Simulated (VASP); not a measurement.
CdTe (strained zincblende): one r²SCAN single-point calculation in two programs

```yaml
crystal:
  lattice:
    - [0.00000, 3.18156, 3.18156]
    - [3.18156, 0.00000, 3.18156]
    - [3.18156, 3.18156, 0.00000]
  atoms:
    - { symbol: Cd, position: [0.00000, 0.00000, 0.00000] }
    - { symbol: Te, position: [0.25000, 0.25000, 0.25000] }
```

Datasets and cutoffs are each program's own. VASP's cell holds 18 valence electrons and Ansatz's 36. Ansatz's stress includes a Pulay correction; VASP's doesn't.

Cutoffs: 520 eV in VASP, 500 eV in Ansatz. k meshes: 6×6×6 and 6×6×6.

```tsv
	VASP	Ansatz
gap between bands v and c	1.46 eV	1.46 eV
least direct gap	1.46 eV	1.46 eV
pressure	4.7 GPa	4.5 GPa
```

Band v is the last that the valence electrons fill when counted band by band, and c is the next. Levels in eV from the top of v, Ansatz:

| point | v−1 | v | c | c+1 |
| --- | --- | --- | --- | --- |
| Γ | 0.00 | 0.00 | 1.46 | 5.01 |
| X | -2.11 | -2.11 | 2.77 | 2.98 |
| K | -2.88 | -1.75 | 3.19 | 4.96 |
| L | -0.88 | -0.88 | 2.30 | 5.58 |
| W | -2.61 | -2.48 | 4.87 | 4.93 |

VASP:

```csv
point,v−1,v,c,c+1
Γ,0.00,0.00,1.46,4.98
X,-2.12,-2.12,2.75,2.96
K,-2.89,-1.75,3.17,4.95
L,-0.88,-0.88,2.29,5.55
W,-2.62,-2.50,4.86,4.93
```

VASP's potentials hold 18 valence electrons a cell and Ansatz's 36, so a difference between the two programs can come from the potentials and not from the codes.
